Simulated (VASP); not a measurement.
# Yb2Ti (P-3m1) in VASP: a series of runs, part 2 of 2

VASP 6.6.1. Earlier steps stand in the parts before.

## Step 3: Single point, PBE

This run uses another cell than the first one, of 26.18 Å³/atom.

File INCAR:

```
ALGO = Normal
EDIFF = 1E-6
ENCUT = 520
GGA = PE
ISIF = 2
ISMEAR = 0
LASPH = T
LCHARG = F
LREAL = F
LWAVE = F
NBANDS = 37
NELM = 100
PREC = Accurate
SIGMA = 0.1
```

File KPOINTS:

```
k-points
0
Gamma
  6 6 4
```

File POSCAR:

```
Yb2Ti
1.0
    3.3476641493     -0.0000000028      0.0000000000
   -1.6738320722      2.8991621980      0.0000000000
    0.0000000000      0.0000000000      8.0908528215
Yb Ti
2 1
Direct
    0.6666666667      0.3333333333      0.6921630924
    0.3333333333      0.6666666667      0.3078369076
    0.0000000000      0.0000000000      0.0000000000
```

Potentials or basis: VASP PAW PBE potentials, release 64 (Yb, Ti_sv).

Run with:

```bash
$ cat potpaw_PBE.64/Yb/POTCAR potpaw_PBE.64/Ti_sv/POTCAR > POTCAR
$ mpirun -np 1 vasp_std > vasp.out
```

OUTCAR:

```text
EDIFF = 1E-6
   ENCUT = 520
   GGA = PE
   ISIF = 2
   ISMEAR = 0
   LASPH = T
   LREAL = F
   NELM = 100
   PREC = Accurate

 ion  position               nearest neighbor table
   1  0.667  0.333  0.692-   3 3.15   3 3.15   3 3.15   2 3.66   2 3.66   2 3.66
   2  0.333  0.667  0.308-   3 3.15   3 3.15   3 3.15   1 3.66   1 3.66   1 3.66
   3  0.000  0.000  0.000-   1 3.15   2 3.15   2 3.15   1 3.15   1 3.15   2 3.15

  LATTYP: Found a hexagonal cell.
 ALAT       =     3.3476641493
 C/A-ratio  =     2.4168651515

  Lattice vectors:

 A1 = (   3.3476641493,  -0.0000000028,   0.0000000000)
 A2 = (  -1.6738320722,   2.8991621980,   0.0000000000)
 A3 = (   0.0000000000,   0.0000000000,   8.0908528215)

Analysis of symmetry for initial positions (statically):
=====================================================================
 Subroutine PRICEL returns:
 Original cell was already a primitive cell.

 Routine SETGRP: Setting up the symmetry group for a
 hexagonal supercell.

 Subroutine GETGRP returns: Found 12 space group operations
 (whereof 12 operations were pure point group operations)
 out of a pool of 24 trial point group operations.

The static configuration has the point symmetry D_3d.

Analysis of symmetry for dynamics (positions and initial velocities):
=====================================================================
 Subroutine PRICEL returns:
 Original cell was already a primitive cell.

 Routine SETGRP: Setting up the symmetry group for a
 hexagonal supercell.

 Subroutine GETGRP returns: Found 12 space group operations
 (whereof 12 operations were pure point group operations)
 out of a pool of 24 trial point group operations.

The dynamic configuration has the point symmetry D_3d.

 Subroutine INISYM returns: Found 12 space group operations
 (whereof 12 operations are pure point group operations),
 and found     1 'primitive' translations

----------------------------------------------------------------------------------------

                                     Primitive cell

  volume of cell :      78.5251

  direct lattice vectors                    reciprocal lattice vectors
     3.347664149 -0.000000003  0.000000000     0.298715748  0.172463617  0.000000000
    -1.673832072  2.899162198  0.000000000     0.000000000  0.344927235  0.000000000
     0.000000000  0.000000000  8.090852822     0.000000000  0.000000000  0.123596365

  length of vectors
     3.347664149  3.347664149  8.090852822     0.344927235  0.344927235  0.123596365

  position of ions in fractional coordinates (direct lattice)
     0.666666667  0.333333333  0.692163092
     0.333333333  0.666666667  0.307836908
     0.000000000  0.000000000  0.000000000

  ion indices of the primitive-cell ions
   primitive index   ion index
                 1           1
                 2           2
                 3           3

----------------------------------------------------------------------------------------

 KPOINTS: k-points

Automatic generation of k-mesh.
 Grid dimensions read from file:
 generate k-points for:    6    6    4

 Generating k-lattice:

  Cartesian coordinates                     Fractional coordinates (reciprocal lattice)
     0.049785958  0.028743936  0.000000000     0.166666667  0.000000000  0.000000000
     0.000000000  0.057487872  0.000000000     0.000000000  0.166666667  0.000000000
     0.000000000  0.000000000  0.030899091     0.000000000  0.000000000  0.250000000

  Length of vectors
     0.057487872  0.057487872  0.030899091

  Shift w.r.t. Gamma in fractional coordinates (k-lattice)
     0.000000000  0.000000000  0.000000000

 Subroutine IBZKPT returns following result:
 ===========================================

 Found     24 irreducible k-points:

 Following reciprocal coordinates:
            Coordinates               Weight
  0.000000  0.000000  0.000000      1.000000
  0.166667 -0.000000  0.000000      6.000000
  0.333333  0.000000  0.000000      6.000000
  0.500000 -0.000000  0.000000      3.000000
  0.166667  0.166667  0.000000      6.000000
  0.333333  0.166667  0.000000     12.000000
[... 16 lines left out ...]
  0.333333  0.166667  0.500000     12.000000
  0.333333  0.333333  0.500000      2.000000
   k-points           NKPTS =     24   k-points in BZ     NKDIM =     24   number of bands    NBANDS=     37
   number of dos      NEDOS =    301   number of ions     NIONS =      3
   total plane-waves  NPLWV =  47040
   dimension x,y,z NGX =    28 NGY =   28 NGZ =   60
   dimension x,y,z NGXF=    56 NGYF=   56 NGZF=  120
   ions per type =               2   1
   NGX,Y,Z   is equivalent  to a cutoff of  13.90, 13.90, 12.33 a.u.
   NGXF,Y,Z  is equivalent  to a cutoff of  27.81, 27.81, 24.66 a.u.
 SYSTEM =  unknown system
   PREC   = accura    normal or accurate (medium, high low for compatibility)
   ISTART =      0    job   : 0-new  1-cont  2-samecut
   ICHARG =      2    charge: 1-file 2-atom 10-const
   ISPIN  =      1    spin polarized calculation?
   LNONCOLLINEAR =      F non collinear calculations
   LSORBIT =      F    spin-orbit coupling
   LASPH  =      T    aspherical Exc in radial PAW
   ENCUT  =  520.0 eV  38.22 Ry    6.18 a.u.   6.22  6.22 15.04*2*pi/ulx,y,z
   NELM   =    100;   NELMIN=  2; NELMDL= -5     # of ELM steps
   EDIFF  = 0.1E-05   stopping-criterion for ELM
   LREAL  =      F    real-space projection
   EDIFFG = 0.1E-04   stopping-criterion for IOM
   NSW    =      0    number of steps for IOM
   IBRION =     -1    ionic relax: 0-MD 1-quasi-New 2-CG
   NFREE  =      0    steps in history (QN), initial steepest desc. (CG)
   ISIF   =      2    stress and relaxation
   ISYM   =      2    0-nonsym 1-usesym 2-fastsym
   POTIM  = 0.5000    time-step for ionic-motion
   TEBEG  =    0.0;   TEEND  =   0.0 temperature during run
   PSTRESS=    0.0 pullay stress
   NELECT =      60.0000    total number of electrons
   NUPDOWN=      -1.0000    fix difference up-down
   EMIN   =  10.00;   EMAX   =-10.00  energy-range for DOS
   EFERMI =   0.00;   METHOD = LEGACY
   ISMEAR =     0;   SIGMA  =   0.10  broadening in eV -4-tet -1-fermi 0-gaus
   EFERMI_NEDOS =   21; number of points for ismear=-14 and -15
   IALGO  =     38    algorithm
   IMIX   =      4    mixing-type and parameters
     AMIX     =   0.40;   BMIX     =  1.00
     AMIX_MAG =   1.60;   BMIX_MAG =  1.00
  volume/ion in A,a.u.               =      26.18       176.64
  Fermi-wavevector in a.u.,A,eV,Ry     =   1.496657  2.828272 30.476817  2.239983
  Thomas-Fermi vector in A             =   2.608646
   LORBIT       =      0    0 simple, 1 ext, 2 COOP (PROOUT), +10 PAW based schemes
   GGA     = PE    functional components
   LHFCALC =     F    Hartree Fock is set to
   AEXX    =    0.0000 exact exchange contribution
   IVDW    =     0    specifies the selected vdW correction
   LEPSILON=     F    determine dielectric tensor
   LRPA    =     F    only Hartree local field effects (RPA)
 non-spin polarized calculation
 Gauss-broadening in eV      SIGMA  =   0.10
  energy-cutoff  :      520.00
  volume of cell :       78.53
 maximum number of plane-waves:      2130
 NGX is ok and might be reduce to    28
   NGX = 13   NGY = 13   NGZ = 31

 number of electron      60.0000016 magnetization

 Free energy of the ion-electron system (eV)
  ---------------------------------------------------
  ext. energy  EPLUGINS =         0.00000000
  ---------------------------------------------------
  free energy    TOTEN  =       -14.08113467 eV

  energy without entropy =      -14.05672193  energy(sigma->0) =      -14.06892830

 E-fermi :   3.3183     XC(G=0): -10.5076

 val. band max:        3.3133742716   @ k =   0.1667   0.1667   0.0000
 cond. band min:       3.3253705400   @ k =   0.1667   0.1667   0.0000
 fundamental gap:      0.0119962683
 Fermi energy:         3.3183454956

 k-point     1 :       0.0000    0.0000    0.0000
  band No.  band energies     occupation
      1     -53.7419      2.00000
      2     -48.1875      2.00000
      3     -48.1779      2.00000
      4     -29.9708      2.00000
      5     -29.9167      2.00000
      6     -29.9167      2.00000
[... 29 lines left out ...]
     36       5.4669      0.00000
     37       6.7363      0.00000
[... 918 lines left out ...]
     36       6.1505      0.00000
     37       6.1505      0.00000

------------------------ aborting loop because EDIFF is reached ----------------------------------------

  FORCE on cell =-STRESS in cart. coord.  units (eV):
  Direction    XX          YY          ZZ          XY          YZ          ZX
  --------------------------------------------------------------------------------------
  -------------------------------------------------------------------------------------
  Total       -0.3995804     -0.3995804     -0.3533966     -0.0000000      0.0000000     -0.0000000
  in kB       -8.1527872     -8.1527872     -7.2104822     -0.0000000      0.0000000     -0.0000000
  external PRESSURE =      -7.8386855 kB  Pullay stress =       0.0000000 kB

 VOLUME and BASIS-vectors are now :
 -----------------------------------------------------------------------------
  energy-cutoff  :      520.00
  volume of cell :       78.53
      direct lattice vectors                 reciprocal lattice vectors
     3.347664149 -0.000000003  0.000000000     0.298715748  0.172463617  0.000000000
    -1.673832072  2.899162198  0.000000000     0.000000000  0.344927235  0.000000000
     0.000000000  0.000000000  8.090852822     0.000000000  0.000000000  0.123596365

 POSITION                                       TOTAL-FORCE (eV/Angst)
 -----------------------------------------------------------------------------------
      1.67383      0.96639      5.60019        -0.000000      0.000000      0.001923
      0.00000      1.93277      2.49066         0.000000     -0.000000     -0.001923
      0.00000      0.00000      0.00000        -0.000000      0.000000      0.000000
 -----------------------------------------------------------------------------------
    total drift:                                0.000000     -0.000000      0.000000

  FREE ENERGIE OF THE ION-ELECTRON SYSTEM (eV)
  ---------------------------------------------------
  free  energy   TOTEN  =       -14.0811346660 eV

  energy  without entropy=      -14.0567219330  energy(sigma->0) =      -14.06892830
```

OSZICAR:

```text
N       E                     dE             d eps       ncg     rms          rms(c)
DAV:   1     0.482103392009E+03    0.48210E+03   -0.21504E+04  2660   0.102E+04
DAV:   2     0.883826794841E+02   -0.39372E+03   -0.37939E+03  2567   0.110E+03
DAV:   3     0.257484897984E+01   -0.85808E+02   -0.83812E+02  2588   0.265E+02
[... 12 lines left out ...]
DAV:  74    -0.140811485940E+02    0.78831E-05   -0.10270E-04  3552   0.151E-01    0.539E-01
DAV:  75    -0.140811382504E+02    0.10344E-04   -0.42216E-05  3201   0.248E-01    0.405E-01
DAV:  76    -0.140811389052E+02   -0.65482E-06   -0.25760E-05  2875   0.104E-01    0.293E-01
DAV:  77    -0.140811358076E+02    0.30976E-05   -0.10762E-05  2747   0.529E-02    0.202E-01
DAV:  78    -0.140811343114E+02    0.14962E-05   -0.12421E-06  1378   0.453E-02    0.140E-01
DAV:  79    -0.140811346660E+02   -0.35464E-06   -0.61609E-06  2138   0.289E-02
   1 F= -.14081135E+02 E0= -.14068928E+02  d E =-.244127E-01
```

Run time: 15 min. Hardware: 1 thread of Intel Xeon 8259CL, shared host; peak memory 0.25 GiB.

What came out:

```yaml
Free_energy: -14.0811 eV
Pressure: -0.8 GPa
Band_gap_on_the_k_mesh: zero (bands 30 and 31 overlap by 0.99 eV)
```

Caveat: the k points lie up to 0.36 Å⁻¹ apart, too coarse for converged energies and pressures of a metal; spin-orbit coupling is left out, which moves the levels of the heavy elements. Spin polarisation is off, so any magnetic state and its effect on volume and gap are missing.
